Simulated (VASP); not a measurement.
Input of a VASP 6.6.1 run:

The input INCAR:

```
PREC = Accurate
ENCUT = 500
EDIFF = 1E-6
ISMEAR = -1
SIGMA = 0.1
LREAL = F
LASPH = T
NELM = 120
ALGO = Normal
ISIF = 2
LWAVE = F
LCHARG = F
GGA = PS
NBANDS = 16
GGA_COMPAT = F
```

The input KPOINTS:

```
regular mesh
0
Gamma
  12 12 10
```

Contents of POSCAR:

```
TiB2
1.0
    3.0173611421      0.0000000000      0.0000000000
   -1.5086805710      2.6131114014      0.0000000000
    0.0000000000      0.0000000000      3.1853367791
Ti B
1 2
Direct
    0.0000000000      0.0000000000      0.0000000000
    0.3333333333      0.6666666667      0.5000000000
    0.6666666667      0.3333333333      0.5000000000
```

Potentials or basis: VASP PAW PBE potentials, release 64 (Ti_sv, B).

Run with:

```bash
$ cat potpaw_PBE.64/Ti_sv/POTCAR potpaw_PBE.64/B/POTCAR > POTCAR
$ mpirun -np 1 vasp_std > vasp.out
```

Question: Predict the pressure.

Answer: 0.4 GPa.

Question: Estimate the band gap on the k mesh.

Answer: Zero (bands 9 and 10 overlap by 0.55 eV).

Stress tensor (GPa, compression positive):
```
0.48 0.00 0.00
0.00 0.48 0.00
0.00 0.00 0.36
```

Caveat: the PAW data sets were made with another functional, which shifts forces and pressure a little.
